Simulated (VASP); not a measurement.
Write the native input for VASP 6.6.1 that does the following.

| Quantity | Value |
| --- | --- |
| Task | single point |
| Functional | r2SCAN |
| Potentials or basis | VASP PAW PBE potentials, release 64 (Al, N) |
| Cutoff | 520 eV |
| k mesh | 4 × 4 × 2 |
| Occupations | fermi-dirac, width 0.02 eV |
| Spin | no spin polarisation |
| Dipole correction | no |
| Further INCAR settings | LREAL = Auto; ALGO = Normal; EDIFF = 1e-06; NBANDS = 66 |

Crystal: AlN.

```xyz
24
Lattice="5.1709 0.0000 0.0000 0.0000 5.1709 0.0000 0.0000 0.0000 7.7564" Properties=species:S:1:pos:R:3 pbc="T T T"
Al    0.0126   -0.0322    0.0046
Al   -0.0430    0.3097    2.5677
Al    0.0247    0.2957    5.1982
Al    0.2067    2.7009    0.0926
Al   -0.2030    2.8854    2.5296
Al    0.0016    2.8093    5.1346
Al    2.7254    0.2067    0.1377
Al    2.4241   -0.5401    2.5986
Al    2.6735   -0.0939    5.1571
Al    2.8943    2.7211   -0.1191
Al    2.3695    2.1256    2.5891
Al    2.5348    2.3641    5.0874
N     1.6074    0.8243    1.5054
N     1.2876    2.3429    3.9298
N     1.2352    0.0592    6.5287
N     1.4015    3.2911    1.4445
N     1.1139    4.9072    3.8475
N     1.5810    2.7297    6.4051
N     4.2187    1.6913    1.2494
N     3.9068    0.3527    3.9939
N     3.7313    1.8079    6.4334
N     4.1318    4.3921    1.4556
N     3.6547    2.9874    3.6949
N     4.0636    4.4686    6.6894
```

The input as run:

POSCAR

```
AlN
1.0
    5.1709192558      0.0000000000      0.0000000000
    0.0000000000      5.1709192558      0.0000000000
    0.0000000000      0.0000000000      7.7563788838
Al N
12 12
Direct
    0.0024287751     -0.0062176566      0.0005867429
   -0.0083093543      0.0598910918      0.3310482944
    0.0047782606      0.0571790015      0.6701845124
    0.0399671683      0.5223200879      0.0119439756
   -0.0392562695      0.5580046520      0.3261280860
    0.0003003334      0.5432857991      0.6619830048
    0.5270538690      0.0399743237      0.0177511958
    0.4688031045     -0.1044437117      0.3350324989
    0.5170218036     -0.0181553792      0.6648820380
    0.5597176937      0.5262238425     -0.0153512356
    0.4582322567      0.4110773916      0.3338058956
    0.4901996869      0.4571933699      0.6558945967
    0.3108456970      0.1594107274      0.1940837371
    0.2489988600      0.4530969996      0.5066509848
    0.2388666190      0.0114552166      0.8417233219
    0.2710255045      0.6364649760      0.1862281384
    0.2154239788      0.9489954798      0.4960380427
    0.3057469904      0.5278937583      0.8257875351
    0.8158595776      0.3270851693      0.1610765821
    0.7555401287      0.0682058610      0.5149243042
    0.7215966476      0.3496281629      0.8294352424
    0.7990467063      0.8493752818      0.1876611524
    0.7067729777      0.5777344128      0.4763730673
    0.7858480860      0.8641734243      0.8624440735
```

INCAR.step1

```
SYSTEM = AlN
  PREC = Accurate
  ENCUT = 520
  ISMEAR = -1
  SIGMA = 0.02
  LREAL = Auto
  LASPH = .True.
  NELM = 100
  NBANDS = 66
  GGA = PE
  ALGO = Normal
  EDIFF = 1E-4
  LWAVE = .True.
  LCHARG = .False.
```

INCAR.step2

```
SYSTEM = AlN
  PREC = Accurate
  ENCUT = 520
  EDIFF = 1E-6
  ISMEAR = -1
  SIGMA = 0.02
  LREAL = Auto
  LASPH = .True.
  NELM = 100
  ALGO = Normal
  ISIF = 2
  LWAVE = .False.
  LCHARG = .False.
  METAGGA = R2SCAN
  LMIXTAU = .True.
  NBANDS = 66
  ISTART = 1
```

KPOINTS

```
regular mesh
0
Gamma
  4 4 2
  0 0 0
```

Potentials or basis: VASP PAW PBE potentials, release 64 (Al, N).

Run with:

```bash
$ cat potpaw_PBE.64/Al/POTCAR potpaw_PBE.64/N/POTCAR > POTCAR
$ cp INCAR.step1 INCAR
$ mpirun -np 1 vasp_std > vasp.out
$ cp INCAR.step2 INCAR
$ mpirun -np 1 vasp_std > vasp.out
```

Results of the run:

* Pressure: 28.9 GPa
* Largest force: 7.297 eV/Å
* Band gap on the k mesh: 0.11 eV

Caveat: the stress differs along the axes, from 4 to 74 GPa; the atoms stand as in a frame of molecular dynamics; the structure was generated, so it needn't be the stable form of AlN; semilocal functionals underestimate gaps, and a narrow one can read as zero; the PAW data sets were made with another functional, which shifts forces and pressure a little.

It took 27 min on 1 thread of Intel(R) Xeon(R) Platinum 8259CL CPU @ 2.50GHz (Skylake/Cascade Lake), on a shared host, peak memory 0.4 GiB.
